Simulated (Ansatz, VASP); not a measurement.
**One calculation of CaS2, two programs**

```
Ca S
1.0
     2.43744   -3.65181    0.00000
     2.43744    3.65181    0.00000
     0.00000    0.00000    3.83741
Ca S
1 2
Direct
  0.50000 0.50000 0.50000
  0.00000 0.50000 0.00000
  0.50000 0.00000 0.00000
```

Alike in both runs: functional PBE; k mesh 12 × 12 × 12; occupations gaussian, width 0.1 eV; no spin polarisation.

Ansatz relaxed the structure, and its values are those at the end. VASP's run is a single point on that final structure, the one shown.

```csv
,VASP,Ansatz
version,VASP 6.6.1,Ansatz 0.2.0
potentials or method,"VASP PAW PBE potentials, release 64 (Ca_sv, S), cutoff 520 eV","scalar-relativistic, plane waves, PAW"
valence electrons in the cell,22,22
```

|  | VASP | Ansatz | Ansatz less VASP |
| --- | --- | --- | --- |
| gap on the k mesh at the Fermi level (eV) | none | none | - |
| pressure (GPa) | 0.1 | 0.0 | -0.06 |

A gap of «none» marks a metal or a gap that the smearing closes.
